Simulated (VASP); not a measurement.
## MoS2: single point with HSE06

System: MoS2, a slab with vacuum.

```
Mo S
1.0
     3.15001    0.00000    0.00000
    -1.57501    2.72799    0.00000
     0.00000    0.00000   17.33323
Mo S
1 2
Direct
  0.00000 0.00000 0.00000
  0.33333 0.66667 0.91070
  0.33333 0.66667 0.08930
```

* Program: VASP 6.6.1
* Task: single point
* Functional: HSE06
* Potentials or basis: VASP PAW PBE potentials, release 64 (Mo_sv, S)
* Cutoff: 520 eV
* k mesh: 6 × 6 × 2
* Occupations: fermi-dirac, width 0.05 eV
* Spin: no spin polarisation
* Dipole correction: no
* Grid for exact exchange (PRECFOCK): Normal
* Further INCAR settings: ALGO = Normal; EDIFF = 1e-06; NBANDS = 20
* Share of exact exchange: 0.25
* Screening parameter: 0.2079 1/Å

```
Largest force          : 0.030 eV/Å
Band gap on the k mesh : 2.23 eV
```

Forces in eV/Å, atoms in the order of the input:
```
Mo   0.000  0.000  0.000
S    0.000  0.000  0.030
S    0.000  0.000 -0.030
```

Levels at points of the mesh, in eV from the valence-band top:
```
           k point  band 10  band 11  band 12  band 13  band 14  band 15  band 16  band 17
(0.00, 0.00, 0.00)    -2.15    -1.72    -1.72    -0.07     3.61     3.61     3.89     3.89
(0.50, 0.00, 0.00)    -3.68    -2.27    -1.17    -0.81     3.02     3.60     4.86     5.42
(0.00, 0.00, 0.50)    -2.15    -1.72    -1.72    -0.07     3.61     3.61     3.89     3.89
(0.50, 0.00, 0.50)    -3.68    -2.27    -1.17    -0.81     3.02     3.60     4.86     5.42
```

Wall time 59 min on 1 thread of Intel(R) Xeon(R) Platinum 8488C (Sapphire Rapids), with other jobs on the host, peak memory 0.4 GiB.

Caveat: there is no dipole correction, which matters where the two faces differ; the PAW data sets were made with another functional, which shifts forces and pressure a little.
